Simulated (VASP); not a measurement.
# ZnO (P6_3mc) in VASP: notebook

The runs below take ZnO through single point, with PBE.

Program: VASP 6.6.1. These are calculated values, not measurements. Logs are shortened: lines on timing, memory, paths and dates and some standing lists are left out, and cuts for length are marked.

### 1 The cell of the first run

The structure is hexagonal, space group P6_3mc (No. 186). The conventional cell has a = 3.083 Å, b = 3.083 Å, c = 5.484 Å, α = 90.00°, β = 90.00°, γ = 120.00°. Within 2.6 Å of Zn (site symmetry 3m) lie 4 O at 1.94 to 1.98 Å. O (site symmetry 3m) has 4 Zn at 1.94 to 1.98 Å within 2.6 Å.

### 2 Single point, PBE (biaxial strain in the a-b plane: -6.0 %)

File INCAR:

```
SYSTEM = ZnO
  PREC = Accurate
  ENCUT = 520
  EDIFF = 1E-6
  ISMEAR = 0
  SIGMA = 0.02
  LREAL = .FALSE.
  LASPH = .TRUE.
  NELM = 80
  ALGO = Normal
  ISIF = 2
  LWAVE = .FALSE.
  LCHARG = .TRUE.
  GGA = PE
  LELF = .TRUE.
  LVHAR = .TRUE.
  NBANDS = 26
```

File KPOINTS:

```
regular mesh
0
G
  12 12 6
  0 0 0
```

File POSCAR:

```
ZnO
1.0
    3.0826273096      0.0000000000      0.0000000000
   -1.5413136548      2.6696335605      0.0000000000
    0.0000000000      0.0000000000      5.4837895967
Zn O
2 2
Direct
    0.6666666667      0.3333333333      0.5100107311
    0.3333333333      0.6666666667      0.0100107311
    0.6666666667      0.3333333333      0.8702992689
    0.3333333333      0.6666666667      0.3702992689
```

Potentials or basis: VASP PAW PBE potentials, release 64 (Zn, O).

The run is started by

```bash
cat potpaw_PBE.64/Zn/POTCAR potpaw_PBE.64/O/POTCAR > POTCAR
mpirun -np 1 vasp_std > vasp.out
```

OUTCAR:

```text
SYSTEM = ZnO
   PREC = Accurate
   ENCUT = 520
   EDIFF = 1E-6
   ISMEAR = 0
   LREAL = .FALSE.
   LASPH = .TRUE.
   NELM = 80
   ISIF = 2
   GGA = PE

 ion  position               nearest neighbor table
   1  0.667  0.333  0.510-   4 1.94   4 1.94   4 1.94   3 1.98
   2  0.333  0.667  0.010-   3 1.94   3 1.94   3 1.94   4 1.98
   3  0.667  0.333  0.870-   2 1.94   2 1.94   2 1.94   1 1.98
   4  0.333  0.667  0.370-   1 1.94   1 1.94   1 1.94   2 1.98

  LATTYP: Found a hexagonal cell.
 ALAT       =     3.0826273096
 C/A-ratio  =     1.7789336971

  Lattice vectors:

 A1 = (   3.0826273096,   0.0000000000,   0.0000000000)
 A2 = (  -1.5413136548,   2.6696335605,   0.0000000000)
 A3 = (   0.0000000000,   0.0000000000,   5.4837895967)

Analysis of symmetry for initial positions (statically):
=====================================================================
 Subroutine PRICEL returns:
 Original cell was already a primitive cell.

 Routine SETGRP: Setting up the symmetry group for a
 hexagonal supercell.

 Subroutine GETGRP returns: Found 12 space group operations
 (whereof  6 operations were pure point group operations)
 out of a pool of 24 trial point group operations.

The static configuration has the point symmetry C_3v.
 The point group associated with its full space group is C_6v.

Analysis of symmetry for dynamics (positions and initial velocities):
=====================================================================
 Subroutine PRICEL returns:
 Original cell was already a primitive cell.

 Routine SETGRP: Setting up the symmetry group for a
 hexagonal supercell.

 Subroutine GETGRP returns: Found 12 space group operations
 (whereof  6 operations were pure point group operations)
 out of a pool of 24 trial point group operations.

The dynamic configuration has the point symmetry C_3v.
 The point group associated with its full space group is C_6v.

 Subroutine INISYM returns: Found 12 space group operations
 (whereof  6 operations are pure point group operations),
 and found     1 'primitive' translations

----------------------------------------------------------------------------------------

                                     Primitive cell

  volume of cell :      45.1288

  direct lattice vectors                    reciprocal lattice vectors
     3.082627310  0.000000000  0.000000000     0.324398605  0.187291622  0.000000000
    -1.541313655  2.669633560  0.000000000     0.000000000  0.374583244  0.000000000
     0.000000000  0.000000000  5.483789597     0.000000000  0.000000000  0.182355647

  length of vectors
     3.082627310  3.082627310  5.483789597     0.374583244  0.374583244  0.182355647

  position of ions in fractional coordinates (direct lattice)
     0.666666667  0.333333333  0.510010731
     0.333333333  0.666666667  0.010010731
     0.666666667  0.333333333  0.870299269
     0.333333333  0.666666667  0.370299269

  ion indices of the primitive-cell ions
   primitive index   ion index
                 1           1
                 2           2
                 3           3
                 4           4

----------------------------------------------------------------------------------------

 KPOINTS: regular mesh

Automatic generation of k-mesh.
 Grid dimensions read from file:
 generate k-points for:   12   12    6

 Generating k-lattice:

  Cartesian coordinates                     Fractional coordinates (reciprocal lattice)
     0.027033217  0.015607635  0.000000000     0.083333333 -0.000000000  0.000000000
     0.000000000  0.031215270  0.000000000     0.000000000  0.083333333  0.000000000
     0.000000000  0.000000000  0.030392608     0.000000000  0.000000000  0.166666667

  Length of vectors
     0.031215270  0.031215270  0.030392608

  Shift w.r.t. Gamma in fractional coordinates (k-lattice)
     0.000000000  0.000000000  0.000000000

 Subroutine IBZKPT returns following result:
 ===========================================

 Found     76 irreducible k-points:

 Following reciprocal coordinates:
            Coordinates               Weight
  0.000000  0.000000  0.000000      1.000000
  0.083333  0.000000  0.000000      6.000000
  0.166667  0.000000  0.000000      6.000000
  0.250000  0.000000  0.000000      6.000000
  0.333333  0.000000  0.000000      6.000000
  0.416667  0.000000  0.000000      6.000000
[... 16 lines left out ...]
  0.250000  0.000000  0.166667     12.000000
  0.333333  0.000000  0.166667     12.000000
 [... further k-points ...]
   k-points           NKPTS =     76   k-points in BZ     NKDIM =     76   number of bands    NBANDS=     26
   number of dos      NEDOS =    301   number of ions     NIONS =      4
   total plane-waves  NPLWV =  24192
   dimension x,y,z NGX =    24 NGY =   24 NGZ =   42
   dimension x,y,z NGXF=    48 NGYF=   48 NGZF=   84
   ions per type =               2   2
   NGX,Y,Z   is equivalent  to a cutoff of  12.94, 12.94, 12.73 a.u.
   NGXF,Y,Z  is equivalent  to a cutoff of  25.89, 25.89, 25.47 a.u.
 SYSTEM =  ZnO
   PREC   = accura    normal or accurate (medium, high low for compatibility)
   ISTART =      0    job   : 0-new  1-cont  2-samecut
   ICHARG =      2    charge: 1-file 2-atom 10-const
   ISPIN  =      1    spin polarized calculation?
   LNONCOLLINEAR =      F non collinear calculations
   LSORBIT =      F    spin-orbit coupling
   LASPH  =      T    aspherical Exc in radial PAW
   ENCUT  =  520.0 eV  38.22 Ry    6.18 a.u.   5.73  5.73 10.20*2*pi/ulx,y,z
   NELM   =     80;   NELMIN=  2; NELMDL= -5     # of ELM steps
   EDIFF  = 0.1E-05   stopping-criterion for ELM
   LREAL  =      F    real-space projection
   EDIFFG = 0.1E-04   stopping-criterion for IOM
   NSW    =      0    number of steps for IOM
   IBRION =     -1    ionic relax: 0-MD 1-quasi-New 2-CG
   NFREE  =      0    steps in history (QN), initial steepest desc. (CG)
   ISIF   =      2    stress and relaxation
   ISYM   =      2    0-nonsym 1-usesym 2-fastsym
   POTIM  = 0.5000    time-step for ionic-motion
   TEBEG  =    0.0;   TEEND  =   0.0 temperature during run
   PSTRESS=    0.0 pullay stress
   NELECT =      36.0000    total number of electrons
   NUPDOWN=      -1.0000    fix difference up-down
   EMIN   =  10.00;   EMAX   =-10.00  energy-range for DOS
   EFERMI =   0.00;   METHOD = LEGACY
   ISMEAR =     0;   SIGMA  =   0.02  broadening in eV -4-tet -1-fermi 0-gaus
   EFERMI_NEDOS =   21; number of points for ismear=-14 and -15
   IALGO  =     38    algorithm
   IMIX   =      4    mixing-type and parameters
     AMIX     =   0.40;   BMIX     =  1.00
     AMIX_MAG =   1.60;   BMIX_MAG =  1.00
  volume/ion in A,a.u.               =      11.28        76.14
  Fermi-wavevector in a.u.,A,eV,Ry     =   1.518301  2.869173 31.364661  2.305238
  Thomas-Fermi vector in A             =   2.627440
   LORBIT       =      0    0 simple, 1 ext, 2 COOP (PROOUT), +10 PAW based schemes
   GGA     = PE    functional components
   LHFCALC =     F    Hartree Fock is set to
   AEXX    =    0.0000 exact exchange contribution
   IVDW    =     0    specifies the selected vdW correction
   LEPSILON=     F    determine dielectric tensor
   LRPA    =     F    only Hartree local field effects (RPA)
 non-spin polarized calculation
 Gauss-broadening in eV      SIGMA  =   0.02
  energy-cutoff  :      520.00
  volume of cell :       45.13
 maximum number of plane-waves:      1228
 NGX is ok and might be reduce to    24
   NGX = 11   NGY = 11   NGZ = 21

 number of electron      36.0000017 magnetization

 Free energy of the ion-electron system (eV)
  ---------------------------------------------------
  ext. energy  EPLUGINS =         0.00000000
  ---------------------------------------------------
  free energy    TOTEN  =       -17.56217530 eV

  energy without entropy =      -17.56217530  energy(sigma->0) =      -17.56217530

 E-fermi :   1.9047     XC(G=0): -11.2182

 val. band max:        1.7521383886   @ k =   0.0000   0.0000   0.0000
 cond. band min:       2.3986187429   @ k =   0.0000   0.0000   0.0000
 fundamental gap:      0.6464803543
 Fermi energy:         1.9046595823

 k-point     1 :       0.0000    0.0000    0.0000
  band No.  band energies     occupation
      1     -16.8094      2.00000
      2     -16.1385      2.00000
      3      -4.7254      2.00000
      4      -4.4530      2.00000
      5      -4.1994      2.00000
      6      -4.1994      2.00000
[... 18 lines left out ...]
     25      17.0866      0.00000
     26      17.0866      0.00000

 k-point     2 :       0.0833    0.0000    0.0000
  band No.  band energies     occupation
      1     -16.7623      2.00000
      2     -16.1114      2.00000
      3      -4.6432      2.00000
      4      -4.4230      2.00000
      5      -4.2514      2.00000
      6      -4.1790      2.00000
[... 18 lines left out ...]
     25      16.3880      0.00000
     26      17.1097      0.00000

 k-point     3 :       0.1667    0.0000    0.0000
  band No.  band energies     occupation
      1     -16.6297      2.00000
      2     -16.0378      2.00000
      3      -4.5036      2.00000
      4      -4.3524      2.00000
      5      -4.2816      2.00000
      6      -4.1279      2.00000
[... 18 lines left out ...]
     25      15.9389      0.00000
     26      16.8749      0.00000

 k-point     4 :       0.2500    0.0000    0.0000
  band No.  band energies     occupation
      1     -16.4380      2.00000
      2     -15.9396      2.00000
      3      -4.6096      2.00000
      4      -4.2875      2.00000
      5      -4.0717      2.00000
      6      -4.0558      2.00000
[... 18 lines left out ...]
     25      15.8114      0.00000
     26      16.0987      0.00000
[... 496 lines left out ...]
      1     -16.5921      2.00000
      2     -16.0797      2.00000
      3      -4.5659      2.00000
      4      -4.4596      2.00000
      5      -4.2328      2.00000
      6      -4.1124      2.00000
[... 18 lines left out ...]
     25      15.9581      0.00000
     26      16.8018      0.00000

 k-point    23 :       0.2500    0.0000    0.1667
  band No.  band energies     occupation
      1     -16.4058      2.00000
      2     -15.9742      2.00000
      3      -4.6443      2.00000
      4      -4.3893      2.00000
      5      -4.0912      2.00000
      6      -4.0513      2.00000
[... 18 lines left out ...]
     25      15.8481      0.00000
     26      16.5561      0.00000

 k-point    24 :       0.3333    0.0000    0.1667
  band No.  band energies     occupation
      1     -16.2038      2.00000
      2     -15.8743      2.00000
      3      -4.7227      2.00000
      4      -4.4068      2.00000
      5      -4.0080      2.00000
      6      -3.9069      2.00000
[... 18 lines left out ...]
     25      15.5074      0.00000
     26      16.4771      0.00000

 [... further k-points ...]
[... 5 lines left out ...]
  --------------------------------------------------------------------------------------
  -------------------------------------------------------------------------------------
  Total        5.4221901      5.4221901      1.2208371      0.0000000     -0.0000000      0.0000000
  in kB      192.5005016    192.5005016     43.3425895      0.0000000     -0.0000000      0.0000000
  external PRESSURE =     142.7811976 kB  Pullay stress =       0.0000000 kB

 VOLUME and BASIS-vectors are now :
 -----------------------------------------------------------------------------
  energy-cutoff  :      520.00
  volume of cell :       45.13
      direct lattice vectors                 reciprocal lattice vectors
     3.082627310  0.000000000  0.000000000     0.324398605  0.187291622  0.000000000
    -1.541313655  2.669633560  0.000000000     0.000000000  0.374583244  0.000000000
     0.000000000  0.000000000  5.483789597     0.000000000  0.000000000  0.182355647

 POSITION                                       TOTAL-FORCE (eV/Angst)
 -----------------------------------------------------------------------------------
      1.54131      0.88988      2.79679         0.000000     -0.000000      0.335255
     -0.00000      1.77976      0.05490        -0.000000      0.000000      0.335255
      1.54131      0.88988      4.77254         0.000000      0.000000     -0.335255
     -0.00000      1.77976      2.03064        -0.000000     -0.000000     -0.335255
 -----------------------------------------------------------------------------------
    total drift:                               -0.000000      0.000000     -0.001691

  FREE ENERGIE OF THE ION-ELECTRON SYSTEM (eV)
  ---------------------------------------------------
  free  energy   TOTEN  =       -17.5621752963 eV

  energy  without entropy=      -17.5621752963  energy(sigma->0) =      -17.56217530
```

Wall time 67 s (1 thread of Intel Xeon 6975P-C, shared host); peak memory 0.21 GiB.

Results:

```yaml
Free_energy: -17.5622 eV
Pressure: 14.3 GPa
Largest_force: 0.335 eV/Å
Band_gap_on_the_k_mesh: 0.65 eV, direct
```

Forces in eV/Å, atoms in the order of the input:
```
Zn   0.000  0.000  0.335
Zn   0.000  0.000  0.335
O    0.000  0.000 -0.335
O    0.000  0.000 -0.335
```

Caveat: the cell differs from its parent crystal (biaxial strain in the a-b plane: -6.0 %).

### 3 Single point, PBE (biaxial strain in the a-b plane: -6.0 %, then relaxed in part)

File INCAR:

```
SYSTEM = ZnO
PREC = Accurate
ENCUT = 520
EDIFF = 1E-7
ISMEAR = 0
SIGMA = 0.02
LREAL = .False.
LASPH = .True.
NELM = 60
ALGO = Normal
ISIF = 2
LWAVE = .False.
LCHARG = .False.
GGA = PE
NBANDS = 26
```

File KPOINTS:

```
regular mesh
0
Gamma
  12 12 6
  0 0 0
```

File POSCAR:

```
ZnO
1.0
    3.0826273096      0.0000000000      0.0000000000
   -1.5413136548      2.6696335605      0.0000000000
    0.0000000000      0.0000000000      5.5731293216
Zn O
2 2
Direct
    0.6666666667      0.3333333333      0.5145362591
    0.3333333333      0.6666666667      0.0145362591
    0.6666666667      0.3333333333      0.8657737409
    0.3333333333      0.6666666667      0.3657737409
```

Potentials or basis: VASP PAW PBE potentials, release 64 (Zn, O).

The run is started by

```bash
cat potpaw_PBE.64/Zn/POTCAR potpaw_PBE.64/O/POTCAR > POTCAR
mpirun -np 1 vasp_std > vasp.out
```

Wall time 69 s (1 thread of Intel Xeon 6975P-C, shared host); peak memory 0.21 GiB.

Results (log left out):

* Free energy: -17.5942 eV
* Pressure: 10.3 GPa
* Largest force: 0.024 eV/Å
* Band gap on the k mesh: 0.60 eV, direct

Forces on the atoms (eV/Å):
```
Zn   0.000  0.000  0.024
Zn   0.000  0.000  0.024
O    0.000  0.000 -0.024
O    0.000  0.000 -0.024
```

Stress tensor (GPa, compression positive):
```
14.82  0.00  0.00
 0.00 14.82  0.00
 0.00  0.00  1.25
```

Levels at points of the mesh, in eV from the valence-band top:
| k point | band 16 | band 17 | band 18 | band 19 | band 20 | band 21 |
| --- | --- | --- | --- | --- | --- | --- |
| (0.00, 0.00, 0.00) | -0.37 | 0.00 | 0.00 | 0.60 | 5.82 | 7.42 |
| (0.50, 0.00, 0.00) | -2.09 | -1.75 | -0.66 | 5.88 | 6.66 | 6.85 |
| (0.00, 0.00, 0.50) | -0.39 | -0.39 | -0.39 | 3.34 | 3.34 | 9.71 |
| (0.50, 0.00, 0.50) | -1.89 | -1.34 | -1.34 | 5.38 | 5.38 | 8.57 |

Caveat: the cell differs from its parent crystal (biaxial strain in the a-b plane: -6.0 %, then relaxed in part).

(Continued in part 2 of 2.)
